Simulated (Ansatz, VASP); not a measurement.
# CdS: VASP beside Ansatz

```xyz
2
Lattice="0.0000 2.9549 2.9549 2.9549 0.0000 2.9549 2.9549 2.9549 0.0000" Properties=species:S:1:pos:R:3 pbc="T T T"
Cd    0.0000    0.0000    0.0000
S     1.4774    1.4774    1.4774
```

Change from the starting cell: volume scaled by 1.04, ions relaxed.

Alike in both runs: functional PBE; k mesh 13 × 13 × 13; occupations fermi-dirac, width 0.02 eV; no spin polarisation.

Ansatz relaxed the structure, and its values are those at the end. VASP's run is a single point on that final structure, the one shown.

|  | VASP | Ansatz |
| --- | --- | --- |
| version | VASP 6.6.1 | Ansatz 0.2.0 |
| potentials or method | VASP PAW PBE potentials, release 64 (Cd_sv_GW, S) | plane-wave PAW, scalar-relativistic |
| plane-wave cutoff (eV) | 540 | 420 |
| valence electrons in the cell | 26 | 26 |

|  | VASP | Ansatz | Ansatz less VASP |
| --- | --- | --- | --- |
| gap on the k mesh at the Fermi level (eV) | 1.06 | 1.06 | +0.002 |
| pressure (GPa) | -0.5 | 0.5 | +0.98 |

With one functional, cell and mesh, what is left measures potentials, basis and numerics. Ansatz's warnings: stress scf threshold loose.
